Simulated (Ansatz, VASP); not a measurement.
## One calculation of BP, two programs

INCAR

```
SYSTEM = BP
ALGO     = Normal         ! electronic algorithm
EDIFF    = 1E-6           ! SCF threshold, eV
ENCUT    = 520            ! plane-wave cutoff, eV
GGA      = PE             ! functional
ISIF     = 2              ! what is computed and relaxed
ISMEAR   = 0              ! smearing method
LASPH    = .True.         ! aspherical terms in the spheres
LCHARG   = .False.        ! write CHGCAR
LREAL    = .False.        ! projectors in reciprocal space
LWAVE    = .False.        ! write WAVECAR
NBANDS   = 11             ! bands
NELM     = 60             ! most SCF steps
PREC     = Accurate       ! precision mode
SIGMA    = 0.05           ! smearing width, eV
```

File KPOINTS:

```
k-points
0
Gamma
  12 12 12
  0 0 0
```

The input POSCAR:

```
BP
1.0
    0.0000000000      2.0789946821      2.7026930868
    2.0789946821      0.0000000000      2.7026930868
    2.0789946821      2.0789946821      0.0000000000
B P
1 1
Direct
    0.0000000000      0.0000000000      0.0000000000
    0.7500000000      0.7500000000      0.7500000000
```

Input for Ansatz:

```yaml
crystal:
  lattice:
    - [0.0, 2.0789946821, 2.7026930868]
    - [2.0789946821, 0.0, 2.7026930868]
    - [2.0789946821, 2.0789946821, 0.0]
  atoms:
    - { symbol: B, position: [0.0, 0.0, 0.0] }
    - { symbol: P, position: [0.75, 0.75, 0.75] }
basis:
  ecutwfc: 420
kpoints:
  mp_grid: { grid: [12, 12, 12] }
hamiltonian:
  xc: pbe
scf:
  occupations: { method: gaussian, width: 0.05 }
output:
  forces: true
  stress: true
  eigenvalues: true
```

Alike in both runs: task single point; functional PBE; k mesh 12 × 12 × 12; occupations gaussian, width 0.05 eV; no spin polarisation.

|  | VASP | Ansatz |
| --- | --- | --- |
| version | VASP 6.6.1 | Ansatz 0.2.0 |
| potentials or method | VASP PAW PBE potentials, release 64 (B, P), cutoff 520 eV | scalar-relativistic, plane waves, PAW |
| valence electrons in the cell | 8 | 8 |

Ansatz gave:

```
gap on the k mesh at the Fermi level (eV)                     : none
pressure (GPa)                                                : 0.5
traceless stress, the component that is largest in VASP (GPa) : -58.54
```

Q: What did VASP give for the same quantities?

A: gap on the k mesh at the Fermi level (eV): none; pressure (GPa): 0.3; traceless stress, the component that is largest in VASP (GPa): -58.58.

A gap of «none» marks a metal or a gap that the smearing closes.
